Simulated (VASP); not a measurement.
# Sc2GaP3 (P-4m2) in VASP: further runs

Sc2GaP3 is run at these levels: PBE; tasks: single point.

Everything below comes from runs of VASP 6.6.1. Logs are shortened: lines on timing, memory, paths and dates and some standing lists are left out, and cuts for length are marked.

### 1 The cell of the first run

Symmetry: P-4m2, No. 115, tetragonal system. The conventional cell has a = 3.711 Å, b = 3.711 Å, c = 7.623 Å, α = 90.00°, β = 90.00°, γ = 90.00°. Sc (site symmetry 2mm) has 7 P at 2.63 to 3.06 Å and 2 Ga at 3.06 Å within 3.5 Å. Ga (site symmetry -4m2) has 8 P at 2.62 to 3.14 Å and 4 Sc at 3.06 Å within 3.5 Å. Within 3.5 Å of P (site symmetry 2mm) lie 5 Sc at 2.63 to 2.65 Å and 2 Ga at 3.14 Å and 2 P at 3.14 Å. Within 3.5 Å of P (site symmetry -4m2) lie 4 Ga at 2.62 Å and 4 Sc at 3.06 Å and 4 P at 3.14 Å.

### 2 Single point, PBE

INCAR reads:

```
SYSTEM = Sc2GaP3
PREC = Accurate
ENCUT = 520
EDIFF = 1E-6
ISMEAR = 0
SIGMA = 0.1
LREAL = .FALSE.
LASPH = .TRUE.
NELM = 80
ALGO = Normal
ISIF = 2
LWAVE = .FALSE.
LCHARG = .TRUE.
GGA = PE
LELF = .TRUE.
LVHAR = .TRUE.
NBANDS = 34
```

KPOINTS reads:

```
Automatic mesh
0
G
  6 6 2
  0 0 0
```

POSCAR reads:

```
Sc2GaP3
1.0
    3.7109017935      0.0000000000      0.0000000000
    0.0000000000      3.7109017935      0.0000000000
    0.0000000000      0.0000000000      7.6232329658
Sc Ga P
2 1 3
Direct
    0.5000000000      0.0000000000      0.6811994516
    0.0000000000      0.5000000000      0.3188005484
    0.5000000000      0.5000000000      0.0000000000
    0.5000000000      0.0000000000      0.3330755970
    0.0000000000      0.5000000000      0.6669244030
    0.0000000000      0.0000000000      0.0000000000
```

Potentials or basis: VASP PAW PBE potentials, release 64 (Sc_sv, Ga_d, P).

The run is started by

```sh
> cat potpaw_PBE.64/Sc_sv/POTCAR potpaw_PBE.64/Ga_d/POTCAR potpaw_PBE.64/P/POTCAR > POTCAR
> mpirun -np 1 vasp_std > vasp.out
```

OUTCAR:

```text
SYSTEM = Sc2GaP3
   PREC = Accurate
   ENCUT = 520
   EDIFF = 1E-6
   ISMEAR = 0
   LREAL = .FALSE.
   LASPH = .TRUE.
   NELM = 80
   ISIF = 2
   GGA = PE

 ion  position               nearest neighbor table
   1  0.500  0.000  0.681-   5 2.63   5 2.63   5 2.63   5 2.63   4 2.65   3 3.06   6 3.06   6 3.06
                             3 3.06
   2  0.000  0.500  0.319-   4 2.63   4 2.63   4 2.63   4 2.63   5 2.65   6 3.06   3 3.06   6 3.06
                             3 3.06
   3  0.500  0.500  0.000-   6 2.62   6 2.62   6 2.62   6 2.62   2 3.06   2 3.06   1 3.06   1 3.06

   4  0.500  0.000  0.333-   2 2.63   2 2.63   2 2.63   2 2.63   1 2.65
   5  0.000  0.500  0.667-   1 2.63   1 2.63   1 2.63   1 2.63   2 2.65
   6  0.000  0.000  0.000-   3 2.62   3 2.62   3 2.62   3 2.62   2 3.06   1 3.06   1 3.06   2 3.06

  LATTYP: Found a simple tetragonal cell.
 ALAT       =     3.7109017935
 C/A-ratio  =     2.0542804391

  Lattice vectors:

 A1 = (   3.7109017935,   0.0000000000,   0.0000000000)
 A2 = (   0.0000000000,   3.7109017935,   0.0000000000)
 A3 = (   0.0000000000,   0.0000000000,   7.6232329658)

Analysis of symmetry for initial positions (statically):
=====================================================================
 Subroutine PRICEL returns:
 Original cell was already a primitive cell.

 Routine SETGRP: Setting up the symmetry group for a
 simple tetragonal supercell.

 Subroutine GETGRP returns: Found  8 space group operations
 (whereof  8 operations were pure point group operations)
 out of a pool of 16 trial point group operations.

The static configuration has the point symmetry D_2d.

Analysis of symmetry for dynamics (positions and initial velocities):
=====================================================================
 Subroutine PRICEL returns:
 Original cell was already a primitive cell.

 Routine SETGRP: Setting up the symmetry group for a
 simple tetragonal supercell.

 Subroutine GETGRP returns: Found  8 space group operations
 (whereof  8 operations were pure point group operations)
 out of a pool of 16 trial point group operations.

The dynamic configuration has the point symmetry D_2d.

 Subroutine INISYM returns: Found  8 space group operations
 (whereof  8 operations are pure point group operations),
 and found     1 'primitive' translations

----------------------------------------------------------------------------------------

                                     Primitive cell

  volume of cell :     104.9780

  direct lattice vectors                    reciprocal lattice vectors
     3.710901794  0.000000000  0.000000000     0.269476277  0.000000000  0.000000000
     0.000000000  3.710901794  0.000000000     0.000000000  0.269476277  0.000000000
     0.000000000  0.000000000  7.623232966     0.000000000  0.000000000  0.131177940

  length of vectors
     3.710901794  3.710901794  7.623232966     0.269476277  0.269476277  0.131177940

  position of ions in fractional coordinates (direct lattice)
     0.500000000  0.000000000  0.681199452
     0.000000000  0.500000000  0.318800548
     0.500000000  0.500000000  0.000000000
     0.500000000  0.000000000  0.333075597
     0.000000000  0.500000000  0.666924403
     0.000000000  0.000000000  0.000000000

  ion indices of the primitive-cell ions
   primitive index   ion index
                 1           1
                 2           2
                 3           3
                 4           4
                 5           5
                 6           6

----------------------------------------------------------------------------------------

 KPOINTS: Automatic mesh

Automatic generation of k-mesh.
 Grid dimensions read from file:
 generate k-points for:    6    6    2

 Generating k-lattice:

  Cartesian coordinates                     Fractional coordinates (reciprocal lattice)
     0.044912713  0.000000000  0.000000000     0.166666667  0.000000000  0.000000000
     0.000000000  0.044912713  0.000000000     0.000000000  0.166666667  0.000000000
     0.000000000  0.000000000  0.065588970     0.000000000  0.000000000  0.500000000

  Length of vectors
     0.044912713  0.044912713  0.065588970

  Shift w.r.t. Gamma in fractional coordinates (k-lattice)
     0.000000000  0.000000000  0.000000000

 Subroutine IBZKPT returns following result:
 ===========================================

 Found     20 irreducible k-points:

 Following reciprocal coordinates:
            Coordinates               Weight
  0.000000  0.000000  0.000000      1.000000
  0.166667  0.000000  0.000000      4.000000
  0.333333  0.000000  0.000000      4.000000
  0.500000  0.000000  0.000000      2.000000
  0.166667  0.166667  0.000000      4.000000
  0.333333  0.166667  0.000000      8.000000
[... 12 lines left out ...]
  0.500000  0.333333  0.500000      4.000000
  0.500000  0.500000  0.500000      1.000000
   k-points           NKPTS =     20   k-points in BZ     NKDIM =     20   number of bands    NBANDS=     34
   number of dos      NEDOS =    301   number of ions     NIONS =      6
   total plane-waves  NPLWV =  47040
   dimension x,y,z NGX =    28 NGY =   28 NGZ =   60
   dimension x,y,z NGXF=    56 NGYF=   56 NGZF=  120
   ions per type =               2   1   3
   NGX,Y,Z   is equivalent  to a cutoff of  12.54, 12.54, 13.08 a.u.
   NGXF,Y,Z  is equivalent  to a cutoff of  25.09, 25.09, 26.17 a.u.
 SYSTEM =  Sc2GaP3
   PREC   = accura    normal or accurate (medium, high low for compatibility)
   ISTART =      0    job   : 0-new  1-cont  2-samecut
   ICHARG =      2    charge: 1-file 2-atom 10-const
   ISPIN  =      1    spin polarized calculation?
   LNONCOLLINEAR =      F non collinear calculations
   LSORBIT =      F    spin-orbit coupling
   LASPH  =      T    aspherical Exc in radial PAW
   ENCUT  =  520.0 eV  38.22 Ry    6.18 a.u.   6.90  6.90 14.17*2*pi/ulx,y,z
   NELM   =     80;   NELMIN=  2; NELMDL= -5     # of ELM steps
   EDIFF  = 0.1E-05   stopping-criterion for ELM
   LREAL  =      F    real-space projection
   EDIFFG = 0.1E-04   stopping-criterion for IOM
   NSW    =      0    number of steps for IOM
   IBRION =     -1    ionic relax: 0-MD 1-quasi-New 2-CG
   NFREE  =      0    steps in history (QN), initial steepest desc. (CG)
   ISIF   =      2    stress and relaxation
   ISYM   =      2    0-nonsym 1-usesym 2-fastsym
   POTIM  = 0.5000    time-step for ionic-motion
   TEBEG  =    0.0;   TEEND  =   0.0 temperature during run
   PSTRESS=    0.0 pullay stress
   NELECT =      50.0000    total number of electrons
   NUPDOWN=      -1.0000    fix difference up-down
   EMIN   =  10.00;   EMAX   =-10.00  energy-range for DOS
   EFERMI =   0.00;   METHOD = LEGACY
   ISMEAR =     0;   SIGMA  =   0.10  broadening in eV -4-tet -1-fermi 0-gaus
   EFERMI_NEDOS =   21; number of points for ismear=-14 and -15
   IALGO  =     38    algorithm
   IMIX   =      4    mixing-type and parameters
     AMIX     =   0.40;   BMIX     =  1.00
     AMIX_MAG =   1.60;   BMIX_MAG =  1.00
  volume/ion in A,a.u.               =      17.50       118.07
  Fermi-wavevector in a.u.,A,eV,Ry     =   1.278494  2.416004 22.239371  1.634548
  Thomas-Fermi vector in A             =   2.411034
   LORBIT       =      0    0 simple, 1 ext, 2 COOP (PROOUT), +10 PAW based schemes
   GGA     = PE    functional components
   LHFCALC =     F    Hartree Fock is set to
   AEXX    =    0.0000 exact exchange contribution
   IVDW    =     0    specifies the selected vdW correction
   LEPSILON=     F    determine dielectric tensor
   LRPA    =     F    only Hartree local field effects (RPA)
 non-spin polarized calculation
 Gauss-broadening in eV      SIGMA  =   0.10
  energy-cutoff  :      520.00
  volume of cell :      104.98
 maximum number of plane-waves:      2848
 NGX is ok and might be reduce to    28
   NGX = 13   NGY = 13   NGZ = 29

 number of electron      50.0000008 magnetization

 Free energy of the ion-electron system (eV)
  ---------------------------------------------------
  ext. energy  EPLUGINS =         0.00000000
  ---------------------------------------------------
  free energy    TOTEN  =       -36.27360774 eV

  energy without entropy =      -36.26390458  energy(sigma->0) =      -36.26875616

 E-fermi :   6.5512     XC(G=0): -10.9145

 val. band max:        6.5125867780   @ k =   0.1667   0.0000   0.5000
 cond. band min:       6.5773334037   @ k =   0.5000   0.1667   0.0000
 fundamental gap:      0.0647466257
 Fermi energy:         6.5511768601

 k-point     1 :       0.0000    0.0000    0.0000
  band No.  band energies     occupation
      1     -42.7762      2.00000
      2     -42.7700      2.00000
      3     -21.5096      2.00000
      4     -21.4551      2.00000
      5     -21.4011      2.00000
      6     -21.4011      2.00000
[... 26 lines left out ...]
     33       9.3232      0.00000
     34       9.3847      0.00000

 k-point     2 :       0.1667    0.0000    0.0000
  band No.  band energies     occupation
      1     -42.7746      2.00000
      2     -42.7693      2.00000
      3     -21.5054      2.00000
      4     -21.4604      2.00000
      5     -21.4178      2.00000
      6     -21.3981      2.00000
[... 26 lines left out ...]
     33       9.6282      0.00000
     34       9.9048      0.00000

 k-point     3 :       0.3333    0.0000    0.0000
  band No.  band energies     occupation
      1     -42.7712      2.00000
      2     -42.7681      2.00000
      3     -21.4986      2.00000
      4     -21.4805      2.00000
      5     -21.4440      2.00000
      6     -21.4273      2.00000
[... 26 lines left out ...]
     33       9.8315      0.00000
     34      10.4860      0.00000
[... 556 lines left out ...]
 k-point    19 :       0.5000    0.3333    0.5000
  band No.  band energies     occupation
      1     -42.7653      2.00000
      2     -42.7652      2.00000
      3     -21.4827      2.00000
      4     -21.4749      2.00000
      5     -21.4602      2.00000
      6     -21.4443      2.00000
[... 26 lines left out ...]
     33       9.7751      0.00000
     34      10.0496      0.00000

 k-point    20 :       0.5000    0.5000    0.5000
  band No.  band energies     occupation
      1     -42.7642      2.00000
      2     -42.7642      2.00000
      3     -21.4766      2.00000
      4     -21.4676      2.00000
      5     -21.4676      2.00000
      6     -21.4534      2.00000
[... 26 lines left out ...]
     33       9.9604      0.00000
     34       9.9623      0.00000

------------------------ aborting loop because EDIFF is reached ----------------------------------------

  FORCE on cell =-STRESS in cart. coord.  units (eV):
  Direction    XX          YY          ZZ          XY          YZ          ZX
  --------------------------------------------------------------------------------------
  -------------------------------------------------------------------------------------
  Total        0.1855859      0.1855859      0.1799329      0.0000000      0.0000000      0.0000000
  in kB        2.8324182      2.8324182      2.7461418      0.0000000      0.0000000      0.0000000
  external PRESSURE =       2.8036594 kB  Pullay stress =       0.0000000 kB

 VOLUME and BASIS-vectors are now :
 -----------------------------------------------------------------------------
  energy-cutoff  :      520.00
  volume of cell :      104.98
      direct lattice vectors                 reciprocal lattice vectors
     3.710901794  0.000000000  0.000000000     0.269476277  0.000000000  0.000000000
     0.000000000  3.710901794  0.000000000     0.000000000  0.269476277  0.000000000
     0.000000000  0.000000000  7.623232966     0.000000000  0.000000000  0.131177940

 POSITION                                       TOTAL-FORCE (eV/Angst)
 -----------------------------------------------------------------------------------
      1.85545      0.00000      5.19294        -0.000000     -0.000000      0.037973
      0.00000      1.85545      2.43029         0.000000     -0.000000     -0.037973
      1.85545      1.85545      0.00000        -0.000000      0.000000      0.000000
      1.85545      0.00000      2.53911         0.000000     -0.000000     -0.011062
      0.00000      1.85545      5.08412        -0.000000     -0.000000      0.011062
      0.00000      0.00000      0.00000        -0.000000     -0.000000      0.000000
 -----------------------------------------------------------------------------------
    total drift:                                0.000000      0.000000      0.000000

  FREE ENERGIE OF THE ION-ELECTRON SYSTEM (eV)
  ---------------------------------------------------
  free  energy   TOTEN  =       -36.2736077350 eV

  energy  without entropy=      -36.2639045802  energy(sigma->0) =      -36.26875616
```

It took 61 s on 1 thread of AMD EPYC 9R45 (Zen 5), shared host; peak memory 0.2 GiB.

Results:

```
Free energy            : -36.2736 eV
Pressure               : 0.3 GPa
Largest force          : 0.038 eV/Å
Band gap on the k mesh : zero (band 25 reaches 7.18 eV, above the bottom of band 26 at 5.65 eV)
```

Forces in eV/Å, atoms in the order of the input:
```
Sc   0.000  0.000  0.038
Sc   0.000  0.000 -0.038
Ga   0.000  0.000  0.000
P    0.000  0.000 -0.011
P    0.000  0.000  0.011
P    0.000  0.000  0.000
```

Caveat: the k points lie up to 0.41 Å⁻¹ apart.

### 3 Single point, PBE

This run uses another cell than the first one, of 19.01 Å³/atom, 1.086 times its volume.

INCAR reads:

```
PREC     = Accurate       # precision mode
ENCUT    = 520            # plane-wave cutoff, eV
EDIFF    = 1E-7           # SCF threshold, eV
ISMEAR   = 0              # smearing method
SIGMA    = 0.1            # smearing width, eV
LREAL    = F              # projectors in reciprocal space
LASPH    = T              # aspherical terms in the spheres
NELM     = 80             # most SCF steps
ALGO     = Normal         # electronic algorithm
ISIF     = 2              # what is computed and relaxed
LWAVE    = F              # write WAVECAR
LCHARG   = T              # write CHGCAR
GGA      = PE             # functional
LELF     = T              # ELF
LVHAR    = T            
NBANDS   = 34             # bands
```

KPOINTS reads:

```
Automatic mesh
0
Gamma
  6 6 2
```

POSCAR reads:

```
Sc2GaP3
1.0
    3.7250814900      0.0000000000      0.0000000000
    0.0000000000      3.7250814900      0.0000000000
    0.0000000000      0.0000000000      8.2178848700
Sc Ga P
2 1 3
Direct
    0.5000000000      0.0000000000      0.7391930200
    0.0000000000      0.5000000000      0.2608069800
    0.5000000000      0.5000000000      0.0000000000
    0.5000000000      0.0000000000      0.3837740100
    0.0000000000      0.5000000000      0.6162259900
    0.0000000000      0.0000000000      0.0000000000
```

Potentials or basis: VASP PAW PBE potentials, release 64 (Sc_sv, Ga_d, P).

The run is started by

```sh
> cat potpaw_PBE.64/Sc_sv/POTCAR potpaw_PBE.64/Ga_d/POTCAR potpaw_PBE.64/P/POTCAR > POTCAR
> mpirun -np 1 vasp_std > vasp.out
```

Wall time 76 s (1 thread of AMD EPYC 9R45 (Zen 5), shared host); peak memory 0.21 GiB.

The run converged. Its results:

```yaml
Free_energy: -35.1708 eV
Pressure: -6.1 GPa
Largest_force: 1.716 eV/Å
Band_gap_on_the_k_mesh: zero (band 25 reaches 6.33 eV, above the bottom of band 26 at 4.37 eV)
```

Forces in eV/Å, atoms in the order of the input:
```
Sc   0.000  0.000 -1.716
Sc   0.000  0.000  1.716
Ga   0.000  0.000  0.000
P    0.000  0.000 -0.566
P    0.000  0.000  0.566
P    0.000  0.000  0.000
```

Stress tensor (GPa, compression positive):
```
-6.93  0.00  0.00
 0.00 -6.93  0.00
 0.00  0.00 -4.55
```

Levels at points of the mesh, in eV from the Fermi level:
```csv
k point,band 23,band 24,band 25,band 26,band 27,band 28
"(0.00, 0.00, 0.00)",-0.90,-0.12,1.04,1.11,1.11,1.51
"(0.50, 0.00, 0.00)",-0.61,-0.52,-0.29,0.21,1.23,1.85
"(0.50, 0.50, 0.00)",-1.58,-1.58,-1.20,-0.73,0.06,3.49
"(0.00, 0.00, 0.50)",-0.92,-0.19,-0.03,1.14,1.14,1.88
"(0.50, 0.00, 0.50)",-0.66,-0.06,0.00,0.41,1.52,2.36
"(0.50, 0.50, 0.50)",-1.15,-1.15,-0.96,-0.91,-0.20,2.76
```

Caveat: the k points lie up to 0.38 Å⁻¹ apart; forces of over 1 eV/Å act on the atoms, so gaps and moduli don't describe the material at rest.
